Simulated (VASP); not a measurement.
Wanted: the native input for a VASP 6.6.1 run.

```yaml
Task: single point
Functional: PBE
Potentials_or_basis: VASP PAW PBE potentials, release 64 (Ag)
Cutoff: 520 eV
k_mesh: 24 × 24 × 20
Occupations: gaussian, width 0.1 eV
Spin: no spin polarisation
Dipole_correction: no
Further_INCAR_settings: ALGO = Fast; EDIFF = 1e-06; NBANDS = 12
```

The structure of Ag lies in POSCAR:

```
Ag
1.0
    2.8432414074      0.0000000000      0.0000000000
   -1.4216207037      2.4623192879      0.0000000000
    0.0000000000      0.0000000000      2.7760935281
Ag
1
Direct
    0.0000000000      0.0000000000      0.0000000000
```

This isn't the form of Ag at room conditions, which is fcc.

One way to write it, as run:

INCAR

```
  PREC = Accurate
  ENCUT = 520
  EDIFF = 1E-6
  ISMEAR = 0
  SIGMA = 0.1
  LREAL = False
  LASPH = True
  NELM = 80
  ALGO = Fast
  ISIF = 2
  LWAVE = False
  LCHARG = False
  GGA = PE
  NBANDS = 12
```

KPOINTS

```
Automatic mesh
0
Gamma
  24 24 20
```

Potentials or basis: VASP PAW PBE potentials, release 64 (Ag).

The run is started by

```bash
$ cat potpaw_PBE.64/Ag/POTCAR > POTCAR
$ mpirun -np 1 vasp_std > vasp.out
```

Results of the run:

The pressure is -0.1 GPa and the band gap on the k mesh is zero (an odd number of electrons rules out a gap without spin polarisation).

It took 84 s on 1 thread of Intel(R) Xeon(R) Platinum 8259CL CPU @ 2.50GHz (Skylake/Cascade Lake) (shared host), peak memory 0.26 GiB.
